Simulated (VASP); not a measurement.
# ZnMo3 in VASP: a series of runs

ZnMo3 is run at these levels: r2SCAN; tasks: single point.

Everything below comes from runs of VASP 6.6.1. Logs are shortened: lines on timing, memory, paths and dates and some standing lists are left out, and cuts for length are marked.

### 1 The cell of the first run

It takes space group Pm-3m (No. 221, cubic). The conventional cell has a = 3.943 Å, b = 3.943 Å, c = 3.943 Å, α = 90.00°, β = 90.00°, γ = 90.00°. Within 3.7 Å of Zn (site symmetry m-3m) lie 12 Mo at 2.79 Å. Within 3.7 Å of Mo (site symmetry 4/mmm) lie 4 Zn at 2.79 Å and 8 Mo at 2.79 Å.

### 2 Single point, r2SCAN

POSCAR reads:

```
ZnMo3
1.0
    3.9431540000      0.0000000000      0.0000000000
    0.0000000000      3.9431540000      0.0000000000
    0.0000000000      0.0000000000      3.9431540000
Zn Mo
1 3
Direct
    0.0000000000      0.0000000000      0.0000000000
    0.0000000000      0.5000000000      0.5000000000
    0.5000000000      0.0000000000      0.5000000000
    0.5000000000      0.5000000000      0.0000000000
```

INCAR.step1 reads:

```
SYSTEM = ZnMo3
PREC = Accurate
ENCUT = 520
ISMEAR = 0
SIGMA = 0.05
LREAL = .False.
LASPH = .True.
NELM = 100
NBANDS = 35
GGA = PE
ALGO = Normal
EDIFF = 1E-4
LWAVE = .True.
LCHARG = .False.
```

INCAR.step2 reads:

```
SYSTEM = ZnMo3
PREC = Accurate
ENCUT = 520
EDIFF = 1E-6
ISMEAR = 0
SIGMA = 0.05
LREAL = .False.
LASPH = .True.
NELM = 100
ALGO = Normal
ISIF = 2
LWAVE = .False.
LCHARG = .True.
METAGGA = R2SCAN
LMIXTAU = .True.
LELF = .True.
LVHAR = .True.
NBANDS = 35
ISTART = 1
```

KPOINTS reads:

```
Automatic mesh
0
Gamma
  7 7 7
  0 0 0
```

Potentials or basis: VASP PAW PBE potentials, release 64 (Zn, Mo_sv).

Command:

```
$ cat potpaw_PBE.64/Zn/POTCAR potpaw_PBE.64/Mo_sv/POTCAR > POTCAR
$ cp INCAR.step1 INCAR
$ mpirun -np 1 vasp_std > vasp.out
$ cp INCAR.step2 INCAR
$ mpirun -np 1 vasp_std > vasp.out
```

OUTCAR:

```text
SYSTEM = ZnMo3
   PREC = Accurate
   ENCUT = 520
   EDIFF = 1E-6
   ISMEAR = 0
   LREAL = .False.
   LASPH = .True.
   NELM = 100
   ISIF = 2
   METAGGA = R2SCAN
   ISTART = 1

 ion  position               nearest neighbor table
   1  0.000  0.000  0.000-   2 2.79   3 2.79   4 2.79   2 2.79   3 2.79   2 2.79   4 2.79   2 2.79
                             3 2.79   4 2.79   3 2.79   4 2.79
   2  0.000  0.500  0.500-   1 2.79   3 2.79   4 2.79   1 2.79   4 2.79   1 2.79   3 2.79   1 2.79
                             3 2.79   4 2.79   4 2.79   3 2.79
   3  0.500  0.000  0.500-   1 2.79   2 2.79   4 2.79   1 2.79   4 2.79   2 2.79   4 2.79   4 2.79
                             1 2.79   2 2.79   1 2.79   2 2.79
   4  0.500  0.500  0.000-   1 2.79   2 2.79   3 2.79   2 2.79   3 2.79   1 2.79   3 2.79   3 2.79
                             1 2.79   2 2.79   2 2.79   1 2.79

  LATTYP: Found a simple cubic cell.
 ALAT       =     3.9431540000

  Lattice vectors:

 A1 = (   3.9431540000,   0.0000000000,   0.0000000000)
 A2 = (   0.0000000000,   3.9431540000,   0.0000000000)
 A3 = (   0.0000000000,   0.0000000000,   3.9431540000)

Analysis of symmetry for initial positions (statically):
=====================================================================
 Subroutine PRICEL returns:
 Original cell was already a primitive cell.

 Routine SETGRP: Setting up the symmetry group for a
 simple cubic supercell.

 Subroutine GETGRP returns: Found 48 space group operations
 (whereof 48 operations were pure point group operations)
 out of a pool of 48 trial point group operations.

The static configuration has the point symmetry O_h .

Analysis of symmetry for dynamics (positions and initial velocities):
=====================================================================
 Subroutine PRICEL returns:
 Original cell was already a primitive cell.

 Routine SETGRP: Setting up the symmetry group for a
 simple cubic supercell.

 Subroutine GETGRP returns: Found 48 space group operations
 (whereof 48 operations were pure point group operations)
 out of a pool of 48 trial point group operations.

The dynamic configuration has the point symmetry O_h .

 Subroutine INISYM returns: Found 48 space group operations
 (whereof 48 operations are pure point group operations),
 and found     1 'primitive' translations

[... 82 lines left out ...]
   NGXF,Y,Z  is equivalent  to a cutoff of  25.30, 25.30, 25.30 a.u.
 SYSTEM =  ZnMo3
   PREC   = accura    normal or accurate (medium, high low for compatibility)
   ISTART =      1    job   : 0-new  1-cont  2-samecut
   ICHARG =      0    charge: 1-file 2-atom 10-const
   ISPIN  =      1    spin polarized calculation?
   LNONCOLLINEAR =      F non collinear calculations
   LSORBIT =      F    spin-orbit coupling
   LASPH  =      T    aspherical Exc in radial PAW
   ENCUT  =  520.0 eV  38.22 Ry    6.18 a.u.   7.33  7.33  7.33*2*pi/ulx,y,z
   NELM   =    100;   NELMIN=  2; NELMDL=  0     # of ELM steps
   EDIFF  = 0.1E-05   stopping-criterion for ELM
   LREAL  =      F    real-space projection
[... 7 lines left out ...]
   TEBEG  =    0.0;   TEEND  =   0.0 temperature during run
   PSTRESS=    0.0 pullay stress
   NELECT =      54.0000    total number of electrons
   NUPDOWN=      -1.0000    fix difference up-down
   EMIN   =  10.00;   EMAX   =-10.00  energy-range for DOS
   EFERMI =   0.00;   METHOD = LEGACY
   ISMEAR =     0;   SIGMA  =   0.05  broadening in eV -4-tet -1-fermi 0-gaus
   EFERMI_NEDOS =   21; number of points for ismear=-14 and -15
   IALGO  =     38    algorithm
   IMIX   =      4    mixing-type and parameters
     AMIX     =   0.40;   BMIX     =  1.00
     AMIX_MAG =   1.60;   BMIX_MAG =  1.00
  volume/ion in A,a.u.               =      15.33       103.44
  Fermi-wavevector in a.u.,A,eV,Ry     =   1.569263  2.965477 33.505513  2.462586
  Thomas-Fermi vector in A             =   2.671171
   LORBIT       =      0    0 simple, 1 ext, 2 COOP (PROOUT), +10 PAW based schemes
   METAGGA = R2SCAN    functional components
   LHFCALC =     F    Hartree Fock is set to
   AEXX    =    0.0000 exact exchange contribution
   IVDW    =     0    specifies the selected vdW correction
   LEPSILON=     F    determine dielectric tensor
   LRPA    =     F    only Hartree local field effects (RPA)
 non-spin polarized calculation
 Gauss-broadening in eV      SIGMA  =   0.05
  energy-cutoff  :      520.00
  volume of cell :       61.31
 maximum number of plane-waves:      1675
 NGX is ok and might be reduce to    30
   NGX = 15   NGY = 15   NGZ = 15

 number of electron      54.0000015 magnetization

 Free energy of the ion-electron system (eV)
  ---------------------------------------------------
  ext. energy  EPLUGINS =         0.00000000
  ---------------------------------------------------
  free energy    TOTEN  =       -86.43881878 eV

  energy without entropy =      -86.43559354  energy(sigma->0) =      -86.43720616

 E-fermi :  10.1633     XC(G=0): -14.2525

 val. band max:       10.1123693957   @ k =   0.4286   0.1429   0.0000
 cond. band min:      10.1792526263   @ k =   0.4286   0.4286   0.1429
 fundamental gap:      0.0668832307
 Fermi energy:        10.1632636930

 k-point     1 :       0.0000    0.0000    0.0000
  band No.  band energies     occupation
      1     -52.8376      2.00000
      2     -52.5438      2.00000
      3     -52.5438      2.00000
      4     -26.5861      2.00000
      5     -26.5861      2.00000
      6     -26.5861      2.00000
[... 749 lines left out ...]
     34      14.2265      0.00000
     35      14.2275      0.00000

------------------------ aborting loop because EDIFF is reached ----------------------------------------

  FORCE on cell =-STRESS in cart. coord.  units (eV):
  Direction    XX          YY          ZZ          XY          YZ          ZX
  --------------------------------------------------------------------------------------
  -------------------------------------------------------------------------------------
  Total       -1.3391140     -1.3391140     -1.3391140      0.0000000      0.0000000     -0.0000000
  in kB      -34.9942690    -34.9942690    -34.9942690      0.0000000      0.0000000     -0.0000000
  external PRESSURE =     -34.9942690 kB  Pullay stress =       0.0000000 kB

 VOLUME and BASIS-vectors are now :
 -----------------------------------------------------------------------------
  energy-cutoff  :      520.00
  volume of cell :       61.31
      direct lattice vectors                 reciprocal lattice vectors
     3.943154000  0.000000000  0.000000000     0.253604095  0.000000000  0.000000000
     0.000000000  3.943154000  0.000000000     0.000000000  0.253604095  0.000000000
     0.000000000  0.000000000  3.943154000     0.000000000  0.000000000  0.253604095

 POSITION                                       TOTAL-FORCE (eV/Angst)
 -----------------------------------------------------------------------------------
      0.00000      0.00000      0.00000         0.000000      0.000000      0.000000
      0.00000      1.97158      1.97158         0.000000      0.000000      0.000000
      1.97158      0.00000      1.97158         0.000000      0.000000      0.000000
      1.97158      1.97158      0.00000         0.000000      0.000000      0.000000
 -----------------------------------------------------------------------------------
    total drift:                                0.000000      0.000000     -0.000000

  FREE ENERGIE OF THE ION-ELECTRON SYSTEM (eV)
  ---------------------------------------------------
  free  energy   TOTEN  =       -86.4388187790 eV

  energy  without entropy=      -86.4355935351  energy(sigma->0) =      -86.43720616
```

OSZICAR.step1:

```text
N       E                     dE             d eps       ncg     rms          rms(c)
DAV:   1     0.678825635759E+03    0.67883E+03   -0.31577E+04  1424   0.192E+03
DAV:   2     0.522640809210E+01   -0.67360E+03   -0.65917E+03  1458   0.542E+02
DAV:   3    -0.340996688533E+02   -0.39326E+02   -0.36921E+02  1630   0.133E+02
DAV:   4    -0.352000534192E+02   -0.11004E+01   -0.10806E+01  1654   0.191E+01
DAV:   5    -0.352148273688E+02   -0.14774E-01   -0.14759E-01  1584   0.236E+00    0.227E+01
DAV:   6    -0.333831161674E+02    0.18317E+01   -0.53070E+00  1656   0.264E+01    0.734E+00
DAV:   7    -0.332118699593E+02    0.17125E+00   -0.11730E+00  1796   0.920E+00    0.171E+00
DAV:   8    -0.331847884794E+02    0.27081E-01   -0.11216E-01  1631   0.434E+00    0.124E+00
DAV:   9    -0.331786649577E+02    0.61235E-02   -0.26339E-02  1564   0.117E+00    0.134E-01
DAV:  10    -0.331783774578E+02    0.28750E-03   -0.74556E-03  1757   0.659E-01    0.204E-01
DAV:  11    -0.331781667861E+02    0.21067E-03   -0.13352E-03  1791   0.337E-01    0.340E-02
DAV:  12    -0.331781724730E+02   -0.56869E-05   -0.24842E-05   799   0.383E-02
   1 F= -.33178172E+02 E0= -.33175674E+02  d E =-.499707E-02
```

Wall time 4 min (1 thread of AMD EPYC, shared host); peak memory 0.16 GiB.

Results:

- Free energy: -86.4388 eV
- Pressure: -3.5 GPa
- Band gap on the k mesh: zero (bands 27 and 28 overlap by 1.68 eV)

Caveat: the cell stands under tension; the PAW data sets were made with another functional, which shifts forces and pressure a little.

### 3 Single point, r2SCAN

This run uses another cell than the first one, of 15.03 Å³/atom.

POSCAR, as its differences from that of step 2:

```diff
@@ -2,4 +2,4 @@
 1.0
-    3.9431540000      0.0000000000      0.0000000000
-    0.0000000000      3.9431540000      0.0000000000
+    3.9044264778      0.0000000000      0.0000000000
+    0.0000000000      3.9044264778      0.0000000000
     0.0000000000      0.0000000000      3.9431540000
```

INCAR.step1 reads:

```
PREC = Accurate ; ENCUT = 520
ISMEAR = 0 ; SIGMA = 0.05
LREAL = F ; LASPH = T
NELM = 100 ; NBANDS = 35
GGA = PE ; ALGO = Normal
EDIFF = 1E-4 ; LWAVE = T
LCHARG = F
```

INCAR.step2 reads:

```
PREC = Accurate ; ENCUT = 520
EDIFF = 1E-7 ; ISMEAR = 0
SIGMA = 0.05 ; LREAL = F
LASPH = T ; NELM = 100
ALGO = Normal ; ISIF = 2
LWAVE = F ; LCHARG = F
METAGGA = R2SCAN ; LMIXTAU = T
NBANDS = 35 ; ISTART = 1
```

KPOINTS reads:

```
Automatic mesh
0
Gamma
  7 7 7
```

Potentials or basis: VASP PAW PBE potentials, release 64 (Zn, Mo_sv).

Command:

```
$ cat potpaw_PBE.64/Zn/POTCAR potpaw_PBE.64/Mo_sv/POTCAR > POTCAR
$ cp INCAR.step1 INCAR
$ mpirun -np 1 vasp_std > vasp.out
$ cp INCAR.step2 INCAR
$ mpirun -np 1 vasp_std > vasp.out
```

Run time: 8.2 min. Hardware: 1 thread of AMD EPYC, shared host; peak memory 0.18 GiB.

It converged, with:

```yaml
Free_energy: -86.4484 eV
Pressure: 0.9 GPa
Band_gap_on_the_k_mesh: zero (bands 27 and 28 overlap by 1.71 eV)
```

Stress tensor (GPa, compression positive):
```
0.99 0.00 0.00
0.00 0.99 0.00
0.00 0.00 0.70
```

Levels at points of the mesh, in eV from the Fermi level:
| k point | band 24 | band 25 | band 26 | band 27 | band 28 | band 29 | band 30 | band 31 |
| --- | --- | --- | --- | --- | --- | --- | --- | --- |
| (0.00, 0.00, 0.00) | -3.25 | 1.07 | 1.11 | 1.11 | 2.02 | 2.21 | 2.21 | 2.94 |

Caveat: the PAW data sets were made with another functional, which shifts forces and pressure a little.
